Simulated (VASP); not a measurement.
# Tm (Fd-3m) in VASP: single point with PBE

Aim: the single point of Tm with PBE.

All numbers are computed with VASP 6.6.1; they aren't measurements. Logs are shortened: lines on timing, memory, paths and dates and some standing lists are left out, and cuts for length are marked.

**1. The cell of the first run**

It takes space group Fd-3m (No. 227, cubic). The conventional cell has a = 8.676 Å, b = 8.676 Å, c = 8.676 Å, α = 90.00°, β = 90.00°, γ = 90.00°. Within 4.9 Å of Tm (site symmetry -43m) lie 4 Tm at 3.76 Å.

**2. Single point, PBE**

INCAR

```
ALGO = Normal
EDIFF = 1E-6
ENCUT = 520
GGA = PE
ISIF = 2
ISMEAR = -1
LASPH = True
LCHARG = False
LREAL = False
LWAVE = False
NBANDS = 30
NELM = 100
PREC = Accurate
SIGMA = 0.13605693000000002
```

KPOINTS

```
k-points
0
Gamma
  8 8 8
```

POSCAR

```
Tm
1.0
    0.0000000000      4.3381675176      4.3381675176
    4.3381675176      0.0000000000      4.3381675176
    4.3381675176      4.3381675176      0.0000000000
Tm
2
Direct
    0.0000000000      0.0000000000      0.0000000000
    0.2500000000      0.2500000000      0.2500000000
```

Potentials or basis: VASP PAW PBE potentials, release 64 (Tm).

Started as:

```sh
> cat potpaw_PBE.64/Tm/POTCAR > POTCAR
> mpirun -np 1 vasp_std > vasp.out
```

OUTCAR:

```text
EDIFF = 1E-6
   ENCUT = 520
   GGA = PE
   ISIF = 2
   ISMEAR = -1
   LASPH = True
   LREAL = False
   NELM = 100
   PREC = Accurate

 ion  position               nearest neighbor table
   1  0.000  0.000  0.000-   2 3.76   2 3.76   2 3.76   2 3.76
   2  0.250  0.250  0.250-   1 3.76   1 3.76   1 3.76   1 3.76

  LATTYP: Found a face centered cubic cell.
 ALAT       =     8.6763350352

  Lattice vectors:

 A1 = (   0.0000000000,   4.3381675176,   4.3381675176)
 A2 = (   4.3381675176,   0.0000000000,   4.3381675176)
 A3 = (   4.3381675176,   4.3381675176,   0.0000000000)

Analysis of symmetry for initial positions (statically):
=====================================================================
 Subroutine PRICEL returns:
 Original cell was already a primitive cell.

 Routine SETGRP: Setting up the symmetry group for a
 face centered cubic supercell.

 Subroutine GETGRP returns: Found 48 space group operations
 (whereof 24 operations were pure point group operations)
 out of a pool of 48 trial point group operations.

The static configuration has the point symmetry T_d .
 The point group associated with its full space group is O_h .

Analysis of symmetry for dynamics (positions and initial velocities):
=====================================================================
 Subroutine PRICEL returns:
 Original cell was already a primitive cell.

 Routine SETGRP: Setting up the symmetry group for a
 face centered cubic supercell.

 Subroutine GETGRP returns: Found 48 space group operations
 (whereof 24 operations were pure point group operations)
 out of a pool of 48 trial point group operations.

The dynamic configuration has the point symmetry T_d .
 The point group associated with its full space group is O_h .

 Subroutine INISYM returns: Found 48 space group operations
 (whereof 24 operations are pure point group operations),
 and found     1 'primitive' translations

----------------------------------------------------------------------------------------

                                     Primitive cell

  volume of cell :     163.2860

  direct lattice vectors                    reciprocal lattice vectors
     0.000000000  4.338167518  4.338167518    -0.115256038  0.115256038  0.115256038
     4.338167518  0.000000000  4.338167518     0.115256038 -0.115256038  0.115256038
     4.338167518  4.338167518  0.000000000     0.115256038  0.115256038 -0.115256038

  length of vectors
     6.135095339  6.135095339  6.135095339     0.199629314  0.199629314  0.199629314

  position of ions in fractional coordinates (direct lattice)
     0.000000000  0.000000000  0.000000000
     0.250000000  0.250000000  0.250000000

  ion indices of the primitive-cell ions
   primitive index   ion index
                 1           1
                 2           2

----------------------------------------------------------------------------------------

 KPOINTS: k-points

Automatic generation of k-mesh.
 Grid dimensions read from file:
 generate k-points for:    8    8    8

 Generating k-lattice:

  Cartesian coordinates                     Fractional coordinates (reciprocal lattice)
    -0.014407005  0.014407005  0.014407005     0.125000000  0.000000000  0.000000000
     0.014407005 -0.014407005  0.014407005     0.000000000  0.125000000  0.000000000
     0.014407005  0.014407005 -0.014407005     0.000000000  0.000000000  0.125000000

  Length of vectors
     0.024953664  0.024953664  0.024953664

  Shift w.r.t. Gamma in fractional coordinates (k-lattice)
     0.000000000  0.000000000  0.000000000

 Subroutine IBZKPT returns following result:
 ===========================================

 Found     29 irreducible k-points:

 Following reciprocal coordinates:
            Coordinates               Weight
  0.000000  0.000000  0.000000      1.000000
  0.125000  0.000000  0.000000      8.000000
  0.250000  0.000000  0.000000      8.000000
  0.375000  0.000000  0.000000      8.000000
  0.500000  0.000000  0.000000      4.000000
  0.125000  0.125000  0.000000      6.000000
[... 16 lines left out ...]
  0.500000  0.250000  0.125000     48.000000
 -0.375000  0.250000  0.125000     24.000000
 [... further k-points ...]
   k-points           NKPTS =     29   k-points in BZ     NKDIM =     29   number of bands    NBANDS=     30
   number of dos      NEDOS =    301   number of ions     NIONS =      2
   total plane-waves  NPLWV = 110592
   dimension x,y,z NGX =    48 NGY =   48 NGZ =   48
   dimension x,y,z NGXF=    96 NGYF=   96 NGZF=   96
   ions per type =               2
   NGX,Y,Z   is equivalent  to a cutoff of  13.01, 13.01, 13.01 a.u.
   NGXF,Y,Z  is equivalent  to a cutoff of  26.01, 26.01, 26.01 a.u.
 SYSTEM =  unknown system
   PREC   = accura    normal or accurate (medium, high low for compatibility)
   ISTART =      0    job   : 0-new  1-cont  2-samecut
   ICHARG =      2    charge: 1-file 2-atom 10-const
   ISPIN  =      1    spin polarized calculation?
   LNONCOLLINEAR =      F non collinear calculations
   LSORBIT =      F    spin-orbit coupling
   LASPH  =      T    aspherical Exc in radial PAW
   ENCUT  =  520.0 eV  38.22 Ry    6.18 a.u.  11.41 11.41 11.41*2*pi/ulx,y,z
   NELM   =    100;   NELMIN=  2; NELMDL= -5     # of ELM steps
   EDIFF  = 0.1E-05   stopping-criterion for ELM
   LREAL  =      F    real-space projection
   EDIFFG = 0.1E-04   stopping-criterion for IOM
   NSW    =      0    number of steps for IOM
   IBRION =     -1    ionic relax: 0-MD 1-quasi-New 2-CG
   NFREE  =      0    steps in history (QN), initial steepest desc. (CG)
   ISIF   =      2    stress and relaxation
   ISYM   =      2    0-nonsym 1-usesym 2-fastsym
   POTIM  = 0.5000    time-step for ionic-motion
   TEBEG  =    0.0;   TEEND  =   0.0 temperature during run
   PSTRESS=    0.0 pullay stress
   NELECT =      46.0000    total number of electrons
   NUPDOWN=      -1.0000    fix difference up-down
   EMIN   =  10.00;   EMAX   =-10.00  energy-range for DOS
   EFERMI =   0.00;   METHOD = LEGACY
   ISMEAR =    -1;   SIGMA  =   0.14  broadening in eV -4-tet -1-fermi 0-gaus
   EFERMI_NEDOS =   21; number of points for ismear=-14 and -15
   IALGO  =     38    algorithm
   IMIX   =      4    mixing-type and parameters
     AMIX     =   0.40;   BMIX     =  1.00
     AMIX_MAG =   1.60;   BMIX_MAG =  1.00
  volume/ion in A,a.u.               =      81.64       550.95
  Fermi-wavevector in a.u.,A,eV,Ry     =   1.073193  2.028041 15.670415  1.151743
  Thomas-Fermi vector in A             =   2.208985
   LORBIT       =      0    0 simple, 1 ext, 2 COOP (PROOUT), +10 PAW based schemes
   GGA     = PE    functional components
   LHFCALC =     F    Hartree Fock is set to
   AEXX    =    0.0000 exact exchange contribution
   IVDW    =     0    specifies the selected vdW correction
   LEPSILON=     F    determine dielectric tensor
   LRPA    =     F    only Hartree local field effects (RPA)
 non-spin polarized calculation
  energy-cutoff  :      520.00
  volume of cell :      163.29
 maximum number of plane-waves:      4477
 NGX is ok and might be reduce to    48
   NGX = 23   NGY = 23   NGZ = 23

 number of electron      45.9999979 magnetization

 Free energy of the ion-electron system (eV)
  ---------------------------------------------------
  ext. energy  EPLUGINS =         0.00000000
  ---------------------------------------------------
  free energy    TOTEN  =        -5.78674881 eV

  energy without entropy =       -4.63862398  energy(sigma->0) =       -5.21268640

 E-fermi :  -0.4938     XC(G=0):  -6.2646

 val. band max:       -0.5546851759   @ k =  -0.2500   0.1250   0.0000
 cond. band min:      -0.4900717139   @ k =  -0.2500   0.3750   0.1250
 fundamental gap:      0.0646134620
 Fermi energy:        -0.4937948469

 k-point     1 :       0.0000    0.0000    0.0000
  band No.  band energies     occupation
      1     -51.0607      2.00000
      2     -51.0495      2.00000
      3     -24.5757      2.00000
      4     -24.5757      2.00000
      5     -24.5757      2.00000
      6     -24.4831      2.00000
[... 22 lines left out ...]
     29       1.2939      0.00000
     30       1.2939      0.00000

 k-point     2 :       0.1250    0.0000    0.0000
  band No.  band energies     occupation
      1     -51.0604      2.00000
      2     -51.0498      2.00000
      3     -24.5770      2.00000
      4     -24.5770      2.00000
      5     -24.5749      2.00000
      6     -24.4841      2.00000
[... 22 lines left out ...]
     29       1.0325      0.00003
     30       1.3092      0.00000

 k-point     3 :       0.2500    0.0000    0.0000
  band No.  band energies     occupation
      1     -51.0595      2.00000
      2     -51.0507      2.00000
      3     -24.5801      2.00000
      4     -24.5801      2.00000
      5     -24.5729      2.00000
      6     -24.4866      2.00000
[... 22 lines left out ...]
     29       0.7485      0.00022
     30       1.4034      0.00000

 k-point     4 :       0.3750    0.0000    0.0000
  band No.  band energies     occupation
      1     -51.0585      2.00000
      2     -51.0517      2.00000
      3     -24.5829      2.00000
      4     -24.5829      2.00000
      5     -24.5708      2.00000
      6     -24.4891      2.00000
[... 22 lines left out ...]
     29       0.7247      0.00026
     30       1.6067      0.00000

 k-point     5 :       0.5000    0.0000    0.0000
  band No.  band energies     occupation
      1     -51.0579      2.00000
      2     -51.0523      2.00000
      3     -24.5841      2.00000
      4     -24.5841      2.00000
      5     -24.5699      2.00000
      6     -24.4902      2.00000
[... 22 lines left out ...]
     29       0.6928      0.00033
     30       1.7394      0.00000
[... 526 lines left out ...]
     29       1.3245      0.00000
     30       1.3245      0.00000

 k-point    22 :       0.3750    0.2500    0.1250
  band No.  band energies     occupation
      1     -51.0588      2.00000
      2     -51.0514      2.00000
      3     -24.5866      2.00000
      4     -24.5835      2.00000
      5     -24.5631      2.00000
      6     -24.4966      2.00000
[... 22 lines left out ...]
     29       0.8663      0.00009
     30       1.3681      0.00000

 k-point    23 :       0.5000    0.2500    0.1250
  band No.  band energies     occupation
      1     -51.0577      2.00000
      2     -51.0525      2.00000
      3     -24.5902      2.00000
      4     -24.5860      2.00000
      5     -24.5570      2.00000
      6     -24.5028      2.00000
[... 22 lines left out ...]
     29       0.8091      0.00014
     30       1.5004      0.00000

 k-point    24 :      -0.3750    0.2500    0.1250
  band No.  band energies     occupation
      1     -51.0571      2.00000
      2     -51.0531      2.00000
      3     -24.5914      2.00000
      4     -24.5872      2.00000
      5     -24.5541      2.00000
      6     -24.5058      2.00000
[... 22 lines left out ...]
     29       0.7601      0.00020
     30       1.6403      0.00000

 [... further k-points ...]
[... 5 lines left out ...]
  --------------------------------------------------------------------------------------
  -------------------------------------------------------------------------------------
  Total       -0.0450927     -0.0450927     -0.0450927      0.0000000      0.0000000     -0.0000000
  in kB       -0.4424540     -0.4424540     -0.4424540      0.0000000      0.0000000     -0.0000000
  external PRESSURE =      -0.4424540 kB  Pullay stress =       0.0000000 kB

 VOLUME and BASIS-vectors are now :
 -----------------------------------------------------------------------------
  energy-cutoff  :      520.00
  volume of cell :      163.29
      direct lattice vectors                 reciprocal lattice vectors
     0.000000000  4.338167518  4.338167518    -0.115256038  0.115256038  0.115256038
     4.338167518  0.000000000  4.338167518     0.115256038 -0.115256038  0.115256038
     4.338167518  4.338167518  0.000000000     0.115256038  0.115256038 -0.115256038

 POSITION                                       TOTAL-FORCE (eV/Angst)
 -----------------------------------------------------------------------------------
      0.00000      0.00000      0.00000        -0.000000     -0.000000     -0.000000
      2.16908      2.16908      2.16908         0.000000      0.000000      0.000000
 -----------------------------------------------------------------------------------
    total drift:                               -0.000000      0.000000     -0.000000

  FREE ENERGIE OF THE ION-ELECTRON SYSTEM (eV)
  ---------------------------------------------------
  free  energy   TOTEN  =        -5.7867488103 eV

  energy  without entropy=       -4.6386239829  energy(sigma->0) =       -5.21268640
```

It took 6.8 min on 1 thread of Intel Xeon Platinum 8488C (Sapphire Rapids), shared host; peak memory 0.4 GiB.

What came out:

| Quantity | Value |
| --- | --- |
| Free energy | -5.7867 eV |
| Pressure | 0.0 GPa |
| Band gap on the k mesh | zero (band 23 reaches -0.81 eV, above the bottom of band 24 at -0.82 eV) |

Caveat: spin-orbit coupling is left out, which moves the levels of the heavy elements.
